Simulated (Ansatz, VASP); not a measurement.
**Two plane-wave programs on CO**

```
CELL_PARAMETERS angstrom
15.00000 0.00000 0.00000
0.00000 15.50000 0.00000
0.00000 0.00000 16.00000
ATOMIC_POSITIONS crystal
C 0.50181 0.49904 0.46488
O 0.49819 0.50096 0.53512
```

Alike in both runs: functional LDA; k mesh 1 × 1 × 1; occupations gaussian, width 0.005 eV; no spin polarisation.

Ansatz relaxed the structure, and its values are those at the end. VASP's run is a single point on that final structure, the one shown.

```csv
,VASP,Ansatz
version,VASP 6.6.1,Ansatz 0.2.0
potentials or method,"VASP PAW LDA potentials, release 64 (C, O), cutoff 520 eV","scalar-relativistic, plane waves, PAW"
valence electrons in the cell,10,10
```

|  | VASP | Ansatz | Ansatz less VASP |
| --- | --- | --- | --- |
| gap on the k mesh at the Fermi level (eV) | 6.86 | 6.88 | +0.015 |
| rms of the force components (eV/Å) | 0.670 | 0.001 | -0.6698 |

LDA's correlation is that of Perdew and Zunger in VASP and of Perdew and Wang (1992) in Ansatz. One of these differences is far larger than is usual between the two programs; its cause wasn't traced.

Noted on VASP's run: the standard files for N, O and F lose accuracy on very short bonds.
